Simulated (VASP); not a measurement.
Here is a VASP 6.6.1 calculation.

Contents of INCAR:

```
ALGO = Normal
EDIFF = 1E-6
ENCUT = 520
GGA = PE
ISIF = 2
ISMEAR = 0
ISPIN = 2
LASPH = True
LCHARG = True
LELF = True
LMAXMIX = 4
LORBIT = 11
LREAL = False
LVHAR = True
LWAVE = False
MAGMOM = 2 0
NBANDS = 18
NELM = 150
PREC = Accurate
SIGMA = 0.027000000000000003
```

KPOINTS

```
k-points
0
Gamma
  11 11 11
```

POSCAR

```
CoO
1.0
    0.0000000000      2.1315000000      2.1315000000
    2.1315000000      0.0000000000      2.1315000000
    2.1315000000      2.1315000000      0.0000000000
Co O
1 1
Direct
    0.0000000000      0.0000000000      0.0000000000
    0.5000000000      0.5000000000      0.5000000000
```

Potentials or basis: VASP PAW PBE potentials, release 64 (Co, O).

Launch:

```bash
$ cat potpaw_PBE.64/Co/POTCAR potpaw_PBE.64/O/POTCAR > POTCAR
$ mpirun -np 1 vasp_std > vasp.out
```

Problem. What does it give for the net moment?

Solution. 2.93 μB per cell.

Problem. What does it give for the pressure?

Solution. -2.6 GPa.

Problem. Predict the site moments.

Solution. Co +2.57; O +0.30 μB.

Caveat: a cell with one magnetic atom can't hold antiferromagnetic order, which such compounds often take.
